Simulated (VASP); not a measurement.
Write the native input for VASP 6.6.1 that does the following.

* Task: single point
* Functional: LDA
* Potentials or basis: VASP PAW LDA potentials, release 64 (Pd)
* Cutoff: 500 eV
* k mesh: 19 × 19 × 19
* Occupations: fermi-dirac, width 0.08 eV
* Spin: no spin polarisation
* Dipole correction: no
* Further INCAR settings: ALGO = Normal; EDIFF = 1e-06; NBANDS = 11

The structure of Pd lies in POSCAR:

```
Pd
1.0
    0.0000000000      1.7213921876      1.7213921876
    1.7213921876      0.0000000000      1.7213921876
    1.7213921876      1.7213921876      0.0000000000
Pd
1
Direct
    0.0000000000      0.0000000000      0.0000000000
```

This cell differs from its parent crystal: volume scaled by 0.72.

The input as run:

INCAR

```
PREC = Accurate ; ENCUT = 500
EDIFF = 1E-6 ; ISMEAR = -1
SIGMA = 0.08 ; LREAL = False
LASPH = True ; NELM = 120
ALGO = Normal ; ISIF = 2
LWAVE = False ; LCHARG = False
GGA = CA ; NBANDS = 11
GGA_COMPAT = False
```

KPOINTS

```
regular mesh
0
Gamma
  19 19 19
```

Potentials or basis: VASP PAW LDA potentials, release 64 (Pd).

Launch:

```console
$ cat potpaw_LDA.64/Pd/POTCAR > POTCAR
$ mpirun -np 1 vasp_std > vasp.out
```

It gave:

| Property | Result |
| --- | --- |
| Pressure | 177.2 GPa |
| Band gap on the k mesh | zero (band 5 reaches 18.05 eV, above the bottom of band 6 at 15.08 eV) |

It used 20 s of CPU time on 1 thread of AMD EPYC 7R13 Processor (Zen 3), on a shared host.
